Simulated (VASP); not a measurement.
# Te2Mo (R3m) in VASP: a series of runs

Runs on Te2Mo. Level: PBE. Tasks: single point.

All numbers are computed with VASP 6.6.1; they aren't measurements. Logs are shortened: lines on timing, memory, paths and dates and some standing lists are left out, and cuts for length are marked.

**1. The cell of the first run**

It takes space group R3m (No. 160, trigonal). The conventional cell has a = 3.547 Å, b = 3.547 Å, c = 21.312 Å, α = 90.00°, β = 90.00°, γ = 120.00°. Within 3.6 Å of Mo (site symmetry 3m) lie 6 Te at 2.72 Å and 6 Mo at 3.55 Å. Within 3.6 Å of Te (site symmetry 3m) lie 3 Mo at 2.72 Å and 7 Te at 3.55 to 3.58 Å. Te (site symmetry 3m) has 3 Mo at 2.72 Å and 7 Te at 3.55 to 3.58 Å within 3.6 Å.

**2. Single point, PBE**

Contents of INCAR:

```
  PREC = Accurate
  ENCUT = 520
  EDIFF = 1E-6
  ISMEAR = 0
  SIGMA = 0.01
  LREAL = False
  LASPH = True
  NELM = 80
  ALGO = Normal
  ISIF = 2
  LWAVE = False
  LCHARG = True
  GGA = PE
  LELF = True
  LVHAR = True
  NBANDS = 20
```

Contents of KPOINTS:

```
Automatic mesh
0
Gamma
  4 4 4
```

Contents of POSCAR:

```
Te2Mo
1.0
    1.7734078919      1.0238775238      7.1041367115
   -1.7734078919      1.0238775238      7.1041367115
    0.0000000000     -2.0477550476      7.1041367115
Mo Te
1 2
Direct
   -0.0000368534     -0.0000368534     -0.0000368534
    0.4174226661      0.4174226661      0.4174226661
    0.2492808540      0.2492808540      0.2492808540
```

Potentials or basis: VASP PAW PBE potentials, release 64 (Mo_sv, Te).

Run with:

```sh
$ cat potpaw_PBE.64/Mo_sv/POTCAR potpaw_PBE.64/Te/POTCAR > POTCAR
$ mpirun -np 1 vasp_std > vasp.out
```

OUTCAR:

```text
PREC = Accurate
   ENCUT = 520
   EDIFF = 1E-6
   ISMEAR = 0
   LREAL = False
   LASPH = True
   NELM = 80
   ISIF = 2
   GGA = PE

 ion  position               nearest neighbor table
   1  1.000  1.000  1.000-   3 2.72   3 2.72   3 2.72   2 2.72   2 2.72   2 2.72
   2  0.417  0.417  0.417-   1 2.72   1 2.72   1 2.72   3 3.58
   3  0.249  0.249  0.249-   1 2.72   1 2.72   1 2.72   2 3.58

  LATTYP: Found a trigonal (rhomboedric) cell.
 ALAT       =     7.3933794134
 COS(alpha) =     0.8849302203

  Lattice vectors:

 A1 = (   1.7734078919,   1.0238775238,   7.1041367115)
 A2 = (  -1.7734078919,   1.0238775238,   7.1041367115)
 A3 = (   0.0000000000,  -2.0477550476,   7.1041367115)

Analysis of symmetry for initial positions (statically):
=====================================================================
 Subroutine PRICEL returns:
 Original cell was already a primitive cell.

 Routine SETGRP: Setting up the symmetry group for a
 trigonal (rhombohedral) supercell.

 Subroutine GETGRP returns: Found  6 space group operations
 (whereof  6 operations were pure point group operations)
 out of a pool of 12 trial point group operations.

The static configuration has the point symmetry C_3v.

Analysis of symmetry for dynamics (positions and initial velocities):
=====================================================================
 Subroutine PRICEL returns:
 Original cell was already a primitive cell.

 Routine SETGRP: Setting up the symmetry group for a
 trigonal (rhombohedral) supercell.

 Subroutine GETGRP returns: Found  6 space group operations
 (whereof  6 operations were pure point group operations)
 out of a pool of 12 trial point group operations.

The dynamic configuration has the point symmetry C_3v.

 Subroutine INISYM returns: Found  6 space group operations
 (whereof  6 operations are pure point group operations),
 and found     1 'primitive' translations

----------------------------------------------------------------------------------------

                                     Primitive cell

  volume of cell :      77.3961

  direct lattice vectors                    reciprocal lattice vectors
     1.773407892  1.023877524  7.104136711     0.281943033  0.162779886  0.046921019
    -1.773407892  1.023877524  7.104136711    -0.281943033  0.162779886  0.046921019
     0.000000000 -2.047755048  7.104136711     0.000000000 -0.325559772  0.046921019
[... 71 lines left out ...]
   LASPH  =      T    aspherical Exc in radial PAW
   ENCUT  =  520.0 eV  38.22 Ry    6.18 a.u.  13.75 13.75 13.75*2*pi/ulx,y,z
   NELM   =     80;   NELMIN=  2; NELMDL= -5     # of ELM steps
   EDIFF  = 0.1E-05   stopping-criterion for ELM
   LREAL  =      F    real-space projection
   EDIFFG = 0.1E-04   stopping-criterion for IOM
   NSW    =      0    number of steps for IOM
   IBRION =     -1    ionic relax: 0-MD 1-quasi-New 2-CG
   NFREE  =      0    steps in history (QN), initial steepest desc. (CG)
   ISIF   =      2    stress and relaxation
   ISYM   =      2    0-nonsym 1-usesym 2-fastsym
   POTIM  = 0.5000    time-step for ionic-motion
   TEBEG  =    0.0;   TEEND  =   0.0 temperature during run
   PSTRESS=    0.0 pullay stress
   NELECT =      26.0000    total number of electrons
   NUPDOWN=      -1.0000    fix difference up-down
   EMIN   =  10.00;   EMAX   =-10.00  energy-range for DOS
   EFERMI =   0.00;   METHOD = LEGACY
   ISMEAR =     0;   SIGMA  =   0.01  broadening in eV -4-tet -1-fermi 0-gaus
   EFERMI_NEDOS =   21; number of points for ismear=-14 and -15
   IALGO  =     38    algorithm
   IMIX   =      4    mixing-type and parameters
     AMIX     =   0.40;   BMIX     =  1.00
     AMIX_MAG =   1.60;   BMIX_MAG =  1.00
  volume/ion in A,a.u.               =      25.80       174.10
  Fermi-wavevector in a.u.,A,eV,Ry     =   1.138045  2.150594 17.621546  1.295147
  Thomas-Fermi vector in A             =   2.274750
   LORBIT       =      0    0 simple, 1 ext, 2 COOP (PROOUT), +10 PAW based schemes
   GGA     = PE    functional components
   LHFCALC =     F    Hartree Fock is set to
   AEXX    =    0.0000 exact exchange contribution
   IVDW    =     0    specifies the selected vdW correction
   LEPSILON=     F    determine dielectric tensor
   LRPA    =     F    only Hartree local field effects (RPA)
 non-spin polarized calculation
 Gauss-broadening in eV      SIGMA  =   0.01
  energy-cutoff  :      520.00
  volume of cell :       77.40
 maximum number of plane-waves:      2120
 NGX is ok and might be reduce to    56
   NGX = 27   NGY = 27   NGZ = 27

 number of electron      26.0000000 magnetization

 Free energy of the ion-electron system (eV)
  ---------------------------------------------------
  ext. energy  EPLUGINS =         0.00000000
  ---------------------------------------------------
  free energy    TOTEN  =       -18.06069130 eV

  energy without entropy =      -18.06069130  energy(sigma->0) =      -18.06069130

 E-fermi :   7.8642     XC(G=0): -10.2448

 val. band max:        7.7344289062   @ k =   0.5000   0.5000   0.5000
 cond. band min:       8.7130143530   @ k =  -0.2500   0.2500   0.0000
 fundamental gap:      0.9785854468
 Fermi energy:         7.8641672544

 k-point     1 :       0.0000    0.0000    0.0000
  band No.  band energies     occupation
      1     -53.0995      2.00000
      2     -27.2483      2.00000
      3     -27.1519      2.00000
      4     -27.1519      2.00000
      5      -5.1773      2.00000
      6      -3.8840      2.00000
[... 288 lines left out ...]
     19      15.7785      0.00000
     20      16.5070      0.00000

------------------------ aborting loop because EDIFF is reached ----------------------------------------

  FORCE on cell =-STRESS in cart. coord.  units (eV):
  Direction    XX          YY          ZZ          XY          YZ          ZX
  --------------------------------------------------------------------------------------
  -------------------------------------------------------------------------------------
  Total        0.5981008      0.5981008      1.3440930      0.0000000      0.0000000      0.0000000
  in kB       12.3812866     12.3812866     27.8240721      0.0000000      0.0000000      0.0000000
  external PRESSURE =      17.5288818 kB  Pullay stress =       0.0000000 kB

 VOLUME and BASIS-vectors are now :
 -----------------------------------------------------------------------------
  energy-cutoff  :      520.00
  volume of cell :       77.40
      direct lattice vectors                 reciprocal lattice vectors
     1.773407892  1.023877524  7.104136711     0.281943033  0.162779886  0.046921019
    -1.773407892  1.023877524  7.104136711    -0.281943033  0.162779886  0.046921019
     0.000000000 -2.047755048  7.104136711     0.000000000 -0.325559772  0.046921019

 POSITION                                       TOTAL-FORCE (eV/Angst)
 -----------------------------------------------------------------------------------
      0.00000      0.00000     21.31162         0.000000      0.000000     -0.006336
      0.00000      0.00000      8.89628         0.000000     -0.000000      0.222834
      0.00000      0.00000      5.31278         0.000000     -0.000000     -0.216498
 -----------------------------------------------------------------------------------
    total drift:                               -0.000000      0.000000      0.000245

  FREE ENERGIE OF THE ION-ELECTRON SYSTEM (eV)
  ---------------------------------------------------
  free  energy   TOTEN  =       -18.0606913020 eV

  energy  without entropy=      -18.0606913020  energy(sigma->0) =      -18.06069130
```

stdout:

```text
POSCAR found type information on POSCAR MoTe
 POSCAR found :  2 types and       3 ions
 scaLAPACK will be used
 LDA part: xc-table for (Slater+PW92), standard interpolation
 POSCAR, INCAR and KPOINTS ok, starting setup
 FFT: planning ... GRIDC
 FFT: planning ... GRID_SOFT
 FFT: planning ... GRID
 WAVECAR not read
 entering main loop
```

Wall time 38 s (1 thread of AMD EPYC 9R45 (Zen 5), shared host); peak memory 0.35 GiB.

What came out:

```yaml
Free_energy: -18.0607 eV
Pressure: 1.8 GPa
Largest_force: 0.223 eV/Å
Band_gap_on_the_k_mesh: 0.98 eV (least direct gap 1.44 eV)
```

Forces in eV/Å, atoms in the order of the input:
```
Mo   0.000  0.000 -0.006
Te   0.000  0.000  0.223
Te   0.000  0.000 -0.216
```

Caveat: the k points lie up to 0.52 Å⁻¹ apart; spin-orbit coupling is left out, which moves the levels of the heavy elements.

**3. Single point, PBE**

Contents of INCAR:

```
SYSTEM = Te2Mo
PREC = Accurate
ENCUT = 520
EDIFF = 1E-7
ISMEAR = 0
SIGMA = 0.01
LREAL = .False.
LASPH = .True.
NELM = 80
ALGO = Normal
ISIF = 2
LWAVE = .False.
LCHARG = .True.
GGA = PE
LELF = .True.
LVHAR = .True.
NBANDS = 20
```

Contents of KPOINTS:

```
Automatic mesh
0
Gamma
  6 6 6
  0 0 0
```

POSCAR is that of step 2.

Potentials or basis: VASP PAW PBE potentials, release 64 (Mo_sv, Te).

Run with:

```sh
$ cat potpaw_PBE.64/Mo_sv/POTCAR potpaw_PBE.64/Te/POTCAR > POTCAR
$ mpirun -np 1 vasp_std > vasp.out
```

It took 1.9 min on 1 thread of AMD EPYC 9R45 (Zen 5), shared host; peak memory 0.36 GiB.

It converged, with:

| Quantity | Value |
| --- | --- |
| Free energy | -18.0064 eV |
| Pressure | 1.9 GPa |
| Largest force | 0.219 eV/Å |
| Band gap on the k mesh | 0.89 eV (least direct gap 1.07 eV) |

Forces in eV/Å, atoms in the order of the input:
```
Mo   0.000  0.000  0.003
Te   0.000  0.000  0.216
Te   0.000  0.000 -0.219
```

Stress tensor (GPa, compression positive):
```
1.48 0.00 0.00
0.00 1.48 0.00
0.00 0.00 2.84
```

Levels at points of the mesh, in eV from the valence-band top:
```
           k point  band 10  band 11  band 12  band 13  band 14  band 15  band 16  band 17
(0.00, 0.00, 0.00)    -1.09    -1.09    -0.96    -0.43     2.82     2.82     3.28     3.28
(0.50, 0.00, 0.00)    -2.53    -1.53    -1.02    -0.41     1.26     1.48     3.11     3.27
(0.50, 0.50, 0.00)    -2.46    -2.10    -0.83    -0.63     1.21     1.63     2.80     3.78
(0.50, 0.50, 0.50)    -1.88    -1.07    -1.07     0.00     2.97     2.97     3.11     3.11
```

Caveat: spin-orbit coupling is left out, which moves the levels of the heavy elements.

**4. Single point, PBE**

Contents of INCAR:

```
SYSTEM = Te2Mo
PREC     = Accurate       ! precision mode
ENCUT    = 520            ! plane-wave cutoff, eV
EDIFF    = 1E-6           ! SCF threshold, eV
ISMEAR   = 1              ! smearing method
SIGMA    = 0.05           ! smearing width, eV
LREAL    = .FALSE.        ! projectors in reciprocal space
LASPH    = .TRUE.         ! aspherical terms in the spheres
NELM     = 60             ! most SCF steps
ALGO     = Normal         ! electronic algorithm
ISIF     = 2              ! what is computed and relaxed
LWAVE    = .FALSE.        ! write WAVECAR
LCHARG   = .FALSE.        ! write CHGCAR
GGA      = PE             ! functional
NBANDS   = 20             ! bands
```

Contents of KPOINTS:

```
Automatic mesh
0
G
  6 6 6
  0 0 0
```

POSCAR is that of step 3.

Run with:

```sh
$ cat potpaw_PBE.64/Mo_sv/POTCAR potpaw_PBE.64/Te/POTCAR > POTCAR
$ mpirun -np 1 vasp_std > vasp.out
```

Run time: 1.7 min. Hardware: 1 thread of AMD EPYC 9R45 (Zen 5), shared host; peak memory 0.38 GiB.

The run converged. Its results:

| Property | Result |
| --- | --- |
| Free energy | -18.0064 eV |
| Pressure | 1.9 GPa |
| Largest force | 0.219 eV/Å |
| Band gap on the k mesh | 0.89 eV (least direct gap 1.07 eV) |

Forces in eV/Å, atoms in the order of the input:
```
Mo   0.000  0.000  0.003
Te   0.000  0.000  0.216
Te   0.000  0.000 -0.219
```

Stress tensor (GPa, compression positive):
```
1.49 0.00 0.00
0.00 1.49 0.00
0.00 0.00 2.85
```

Levels at points of the mesh, in eV from the valence-band top:
| k point | band 11 | band 12 | band 13 | band 14 | band 15 | band 16 |
| --- | --- | --- | --- | --- | --- | --- |
| (0.00, 0.00, 0.00) | -1.09 | -0.96 | -0.43 | 2.82 | 2.82 | 3.28 |
| (0.50, 0.00, 0.00) | -1.53 | -1.02 | -0.41 | 1.26 | 1.48 | 3.11 |
| (0.50, 0.50, 0.00) | -2.10 | -0.83 | -0.63 | 1.21 | 1.63 | 2.80 |
| (0.50, 0.50, 0.50) | -1.07 | -1.07 | 0.00 | 2.97 | 2.97 | 3.11 |

Caveat: spin-orbit coupling is left out, which moves the levels of the heavy elements. A k mesh can miss the band edges.

**5. Overview**

| k mesh | smearing | gap on the mesh (eV) | pressure (GPa) | largest force (eV/Å) |
| --- | --- | --- | --- | --- |
| 4 × 4 × 4 | gaussian 0.01 eV | 0.98 | 1.8 | 0.22 |
| 6 × 6 × 6 | gaussian 0.01 eV | 0.89 | 1.9 | 0.22 |
| 6 × 6 × 6 | methfessel-paxton 0.05 eV | 0.89 | 1.9 | 0.22 |

Alike in all rows: task single point; level PBE; potentials or basis VASP PAW PBE potentials, release 64 (Mo_sv, Te); no spin polarisation; cell as given; cutoff (eV) 520.

Caveats: some runs use coarse meshes; spin-orbit coupling is left out, which moves the levels of the heavy elements.

Total energies depend on the potentials used, so only differences within one code and one set of settings carry meaning.
